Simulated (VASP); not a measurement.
# FeGe (rocksalt type) (Fm-3m) in VASP: relaxation of cell and atoms with PBEsol

Aim: the relaxation of cell and atoms of FeGe (rocksalt type) with PBEsol.

Program: VASP 6.6.1. These are calculated values, not measurements. Logs are shortened: lines on timing, memory, paths and dates and some standing lists are left out, and cuts for length are marked.

### 1 The cell of the first run

It takes space group Fm-3m (No. 225, cubic). The conventional cell has a = 4.629 Å, b = 4.629 Å, c = 4.629 Å, α = 90.00°, β = 90.00°, γ = 90.00°. Within 3.1 Å of Fe (site symmetry m-3m) lie 6 Ge at 2.31 Å. Within 3.1 Å of Ge (site symmetry m-3m) lie 6 Fe at 2.31 Å.

### 2 Relaxation of cell and atoms, PBEsol, collinear spin, ferromagnetic start, target pressure 17 GPa, at which the enthalpy is minimised

INCAR reads:

```
SYSTEM = FeGe
PREC = Accurate ; ENCUT = 600
EDIFF = 1E-6 ; ISMEAR = -1
SIGMA = 0.08 ; LREAL = .False.
LASPH = .True. ; NELM = 150
ALGO = Normal ; ISIF = 3
LWAVE = .False. ; LCHARG = .False.
ISPIN = 2 ; MAGMOM = 2.5 0
LORBIT = 11 ; LMAXMIX = 4
GGA = PS ; IBRION = 2
NSW = 60 ; EDIFFG = -0.005
PSTRESS = 170.0
```

KPOINTS reads:

```
Automatic mesh
0
Gamma
  14 14 14
  0 0 0
```

POSCAR reads:

```
FeGe
1.0
    0.0000000000      2.3145386385      2.3145386385
    2.3145386385      0.0000000000      2.3145386385
    2.3145386385      2.3145386385      0.0000000000
Fe Ge
1 1
Direct
    0.0000000000      0.0000000000      0.0000000000
    0.5000000000      0.5000000000      0.5000000000
```

Potentials or basis: VASP PAW PBE potentials, release 64 (Fe, Ge_d).

Launch:

```bash
$ cat potpaw_PBE.64/Fe/POTCAR potpaw_PBE.64/Ge_d/POTCAR > POTCAR
$ mpirun -np 1 vasp_std > vasp.out
```

OUTCAR:

```text
SYSTEM = FeGe
   PREC = Accurate
   ENCUT = 600
   EDIFF = 1E-6
   ISMEAR = -1
   LREAL = .False.
   LASPH = .True.
   NELM = 150
   ISIF = 3
   ISPIN = 2
   LORBIT = 11
   GGA = PS
   IBRION = 2
   NSW = 60
   EDIFFG = -0.005
   PSTRESS = 170.0

 ion  position               nearest neighbor table
   1  0.000  0.000  0.000-   2 2.31   2 2.31   2 2.31   2 2.31   2 2.31   2 2.31
   2  0.500  0.500  0.500-   1 2.31   1 2.31   1 2.31   1 2.31   1 2.31   1 2.31

  LATTYP: Found a face centered cubic cell.
 ALAT       =     4.6290772770

  Lattice vectors:

 A1 = (   0.0000000000,   2.3145386385,   2.3145386385)
 A2 = (   2.3145386385,   0.0000000000,   2.3145386385)
 A3 = (   2.3145386385,   2.3145386385,   0.0000000000)

Analysis of symmetry for initial positions (statically):
=====================================================================
 Subroutine PRICEL returns:
 Original cell was already a primitive cell.

 Routine SETGRP: Setting up the symmetry group for a
 face centered cubic supercell.

 Subroutine GETGRP returns: Found 48 space group operations
 (whereof 48 operations were pure point group operations)
 out of a pool of 48 trial point group operations.

The static configuration has the point symmetry O_h .

Analysis of symmetry for dynamics (positions and initial velocities):
=====================================================================
 Subroutine PRICEL returns:
 Original cell was already a primitive cell.

 Routine SETGRP: Setting up the symmetry group for a
 face centered cubic supercell.

 Subroutine GETGRP returns: Found 48 space group operations
 (whereof 48 operations were pure point group operations)
 out of a pool of 48 trial point group operations.

The dynamic configuration has the point symmetry O_h .

Analysis of structural, dynamic, and magnetic symmetry:
=====================================================================
 Subroutine PRICEL returns:
 Original cell was already a primitive cell.

 Routine SETGRP: Setting up the symmetry group for a
 face centered cubic supercell.

 Subroutine GETGRP returns: Found 48 space group operations
 (whereof 48 operations were pure point group operations)
 out of a pool of 48 trial point group operations.

The overall configuration has the point symmetry O_h .

 Subroutine INISYM returns: Found 48 space group operations
 (whereof 48 operations are pure point group operations),
 and found     1 'primitive' translations

----------------------------------------------------------------------------------------

                                     Primitive cell

  volume of cell :      24.7984

  direct lattice vectors                    reciprocal lattice vectors
     0.000000000  2.314538639  2.314538639    -0.216025774  0.216025774  0.216025774
     2.314538639  0.000000000  2.314538639     0.216025774 -0.216025774  0.216025774
     2.314538639  2.314538639  0.000000000     0.216025774  0.216025774 -0.216025774

  length of vectors
     3.273251933  3.273251933  3.273251933     0.374167616  0.374167616  0.374167616

  position of ions in fractional coordinates (direct lattice)
     0.000000000  0.000000000  0.000000000
     0.500000000  0.500000000  0.500000000

  ion indices of the primitive-cell ions
   primitive index   ion index
                 1           1
                 2           2

----------------------------------------------------------------------------------------

 KPOINTS: Automatic mesh

Automatic generation of k-mesh.
 Grid dimensions read from file:
 generate k-points for:   14   14   14

 Generating k-lattice:

  Cartesian coordinates                     Fractional coordinates (reciprocal lattice)
    -0.015430412  0.015430412  0.015430412     0.071428571  0.000000000  0.000000000
     0.015430412 -0.015430412  0.015430412     0.000000000  0.071428571  0.000000000
     0.015430412  0.015430412 -0.015430412     0.000000000  0.000000000  0.071428571

  Length of vectors
     0.026726258  0.026726258  0.026726258

  Shift w.r.t. Gamma in fractional coordinates (k-lattice)
     0.000000000  0.000000000  0.000000000

 Subroutine IBZKPT returns following result:
 ===========================================

 Found    104 irreducible k-points:

 Following reciprocal coordinates:
            Coordinates               Weight
  0.000000  0.000000  0.000000      1.000000
  0.071429  0.000000  0.000000      8.000000
  0.142857  0.000000  0.000000      8.000000
  0.214286  0.000000  0.000000      8.000000
  0.285714  0.000000  0.000000      8.000000
  0.357143  0.000000  0.000000      8.000000
[... 16 lines left out ...]
  0.214286  0.142857  0.000000     24.000000
  0.285714  0.142857  0.000000     24.000000
 [... further k-points ...]
   k-points           NKPTS =    104   k-points in BZ     NKDIM =    104   number of bands    NBANDS=     16
   number of dos      NEDOS =    301   number of ions     NIONS =      2
   total plane-waves  NPLWV =  21952
   dimension x,y,z NGX =    28 NGY =   28 NGZ =   28
   dimension x,y,z NGXF=    56 NGYF=   56 NGZF=   56
   ions per type =               1   1
   NGX,Y,Z   is equivalent  to a cutoff of  14.22, 14.22, 14.22 a.u.
   NGXF,Y,Z  is equivalent  to a cutoff of  28.44, 28.44, 28.44 a.u.
 SYSTEM =  FeGe
   PREC   = accura    normal or accurate (medium, high low for compatibility)
   ISTART =      0    job   : 0-new  1-cont  2-samecut
   ICHARG =      2    charge: 1-file 2-atom 10-const
   ISPIN  =      2    spin polarized calculation?
   LNONCOLLINEAR =      F non collinear calculations
   LSORBIT =      F    spin-orbit coupling
   LASPH  =      T    aspherical Exc in radial PAW
   ENCUT  =  600.0 eV  44.10 Ry    6.64 a.u.   6.54  6.54  6.54*2*pi/ulx,y,z
   NELM   =    150;   NELMIN=  2; NELMDL= -5     # of ELM steps
   EDIFF  = 0.1E-05   stopping-criterion for ELM
   LREAL  =      F    real-space projection
   EDIFFG = -.5E-02   stopping-criterion for IOM
   NSW    =     60    number of steps for IOM
   IBRION =      2    ionic relax: 0-MD 1-quasi-New 2-CG
   NFREE  =      1    steps in history (QN), initial steepest desc. (CG)
   ISIF   =      3    stress and relaxation
   ISYM   =      2    0-nonsym 1-usesym 2-fastsym
   POTIM  = 0.5000    time-step for ionic-motion
   TEBEG  =    0.0;   TEEND  =   0.0 temperature during run
   PSTRESS=  170.0 pullay stress
   NELECT =      22.0000    total number of electrons
   NUPDOWN=      -1.0000    fix difference up-down
   EMIN   =  10.00;   EMAX   =-10.00  energy-range for DOS
   EFERMI =   0.00;   METHOD = LEGACY
   ISMEAR =    -1;   SIGMA  =   0.08  broadening in eV -4-tet -1-fermi 0-gaus
   EFERMI_NEDOS =   21; number of points for ismear=-14 and -15
   IALGO  =     38    algorithm
   IMIX   =      4    mixing-type and parameters
     AMIX     =   0.40;   BMIX     =  1.00
     AMIX_MAG =   1.60;   BMIX_MAG =  1.00
  volume/ion in A,a.u.               =      12.40        83.67
  Fermi-wavevector in a.u.,A,eV,Ry     =   1.573046  2.972625 33.667238  2.474472
  Thomas-Fermi vector in A             =   2.674389
   LORBIT       =     11    0 simple, 1 ext, 2 COOP (PROOUT), +10 PAW based schemes
   GGA     = PS    functional components
   LHFCALC =     F    Hartree Fock is set to
   AEXX    =    0.0000 exact exchange contribution
   IVDW    =     0    specifies the selected vdW correction
   LEPSILON=     F    determine dielectric tensor
   LRPA    =     F    only Hartree local field effects (RPA)
 conjugate gradient relaxation of ions
 spin polarized calculation
  energy-cutoff  :      600.00
  volume of cell :       24.80
 maximum number of plane-waves:       869
 NGX is ok and might be reduce to    28
   NGX = 13   NGY = 13   NGZ = 13

--------------------------------------- Ionic step        1  -------------------------------------------

 number of electron      21.9999995 magnetization       0.8121170

 Free energy of the ion-electron system (eV)
  ---------------------------------------------------
  ext. energy  EPLUGINS =         0.00000000
  ---------------------------------------------------
  free energy    TOTEN  =       -13.08930147 eV

  energy without entropy =      -13.03138023  energy(sigma->0) =      -13.06034085

------------------------ aborting loop because EDIFF is reached ----------------------------------------

  FORCE on cell =-STRESS in cart. coord.  units (eV):
  Direction    XX          YY          ZZ          XY          YZ          ZX
  --------------------------------------------------------------------------------------
  -------------------------------------------------------------------------------------
  Total        2.6604771      2.6604771      2.6604771      0.0000000      0.0000000      0.0000000
  in kB      171.8884960    171.8884960    171.8884960      0.0000000      0.0000000      0.0000000
  external PRESSURE =       1.8884960 kB  Pullay stress =     170.0000000 kB
[... 215 lines left out ...]
--------------------------------------- Ionic step        7  -------------------------------------------

 number of electron      21.9999995 magnetization       0.8349220

 Free energy of the ion-electron system (eV)
  ---------------------------------------------------
  ext. energy  EPLUGINS =         0.00000000
  ---------------------------------------------------
  free energy    TOTEN  =       -13.09343256 eV

  energy without entropy =      -13.03541160  energy(sigma->0) =      -13.06442208

 E-fermi :   8.2143     XC(G=0): -13.1647

 val. band max:        8.2097979827   @ k =   0.5000   0.2857   0.1429
 cond. band min:       8.2203032041   @ k =   0.5000   0.4286   0.0714
 fundamental gap:      0.0105052213
 Fermi energy:         8.2142728067

 spin component 1

 k-point     1 :       0.0000    0.0000    0.0000
  band No.  band energies     occupation
      1     -16.2386      1.00000
      2     -16.2386      1.00000
      3     -16.1825      1.00000
      4     -16.1825      1.00000
      5     -16.1825      1.00000
      6      -5.0556      1.00000
[... 433 lines left out ...]
      3     -16.1873      1.00000
      4     -16.1568      1.00000
      5     -16.1535      1.00000
      6      -3.5179      1.00000
[... 8 lines left out ...]
     15      17.1860      0.00000
     16      18.1384      0.00000

 [... further k-points ...]

 spin component 2

 k-point     1 :       0.0000    0.0000    0.0000
  band No.  band energies     occupation
      1     -16.2474      1.00000
      2     -16.2474      1.00000
      3     -16.1954      1.00000
      4     -16.1954      1.00000
      5     -16.1954      1.00000
      6      -5.0506      1.00000
[... 433 lines left out ...]
      3     -16.2003      1.00000
      4     -16.1697      1.00000
      5     -16.1664      1.00000
      6      -3.5157      1.00000
[... 8 lines left out ...]
     15      17.4046      0.00000
     16      18.2499      0.00000

 [... further k-points ...]

------------------------ aborting loop because EDIFF is reached ----------------------------------------

  FORCE on cell =-STRESS in cart. coord.  units (eV):
  Direction    XX          YY          ZZ          XY          YZ          ZX
  --------------------------------------------------------------------------------------
  -------------------------------------------------------------------------------------
  Total        2.6336037      2.6336037      2.6336037      0.0000000     -0.0000000      0.0000000
  in kB      169.8864830    169.8864830    169.8864830      0.0000000     -0.0000000      0.0000000
  external PRESSURE =      -0.1135170 kB  Pullay stress =     170.0000000 kB
[... 21 lines left out ...]
  energy  without entropy=      -13.0354116004  energy(sigma->0) =      -13.06442208

  enthalpy is  TOTEN    =       -10.4580690533 eV   P V=        2.6353635051

 reached required accuracy - stopping structural energy minimisation

 total charge

# of ion       s       p       d       tot
------------------------------------------
    1        0.424   0.497   6.677   7.599
    2        1.158   1.378  10.106  12.642
--------------------------------------------------
tot          1.582   1.875  16.784  20.241

 magnetization (x)

# of ion       s       p       d       tot
------------------------------------------
    1        0.027  -0.003   0.873   0.897
    2       -0.009  -0.041  -0.003  -0.054
--------------------------------------------------
tot          0.018  -0.045   0.870   0.843
```

Wall time 9.2 min (1 thread of Oxide Virtual Turin-like, shared host); peak memory 0.21 GiB.

What came out:

* Free energy: -13.0934 eV
* Relaxed volume: 12.42 Å³/atom
* Relaxed cell: a = 3.275 Å, b = 3.275 Å, c = 3.275 Å, α = 60.00°, β = 60.00°, γ = 60.00°
* Space group after relaxing (to 0.1 Å): Fm-3m (No. 225)
* Energy change on relaxing (the run minimises the enthalpy): -2.1 meV/atom
* Ionic steps: 7
* Pressure after relaxing: 17.0 GPa
* Net moment: 0.83 μB per cell
* Site moments: Fe +0.90; Ge -0.05 μB
* Valence electrons inside the program's atomic spheres: Fe 7.60; Ge 12.64

The path:
| step | energy change (eV) | largest force (eV/Å) | pressure (GPa) | volume (Å³) |
| --- | --- | --- | --- | --- |
| 1 | 0.0000 | 0.0000 | 17.19 | 24.80 |
| 2 | -0.0056 | 0.0000 | 16.81 | 24.85 |
| 3 | -0.0032 | 0.0000 | 17.48 | 24.83 |
| 4 | -0.0049 | 0.0000 | 16.59 | 24.84 |
| 5 | -0.0040 | 0.0000 | 17.11 | 24.84 |
| 6 | -0.0042 | 0.0000 | 16.86 | 24.84 |
| 7 | -0.0041 | 0.0000 | 16.99 | 24.84 |

Final structure:
```
CELL_PARAMETERS angstrom
0.00000 2.31574 2.31574
2.31574 0.00000 2.31574
2.31574 2.31574 0.00000
ATOMIC_POSITIONS crystal
Fe 0.00000 0.00000 0.00000
Ge 0.50000 0.50000 0.50000
```

Caveat: the cell is relaxed towards a set pressure, so the run minimises the enthalpy, not the energy; the PAW data sets were made with another functional, which shifts forces and pressure a little.
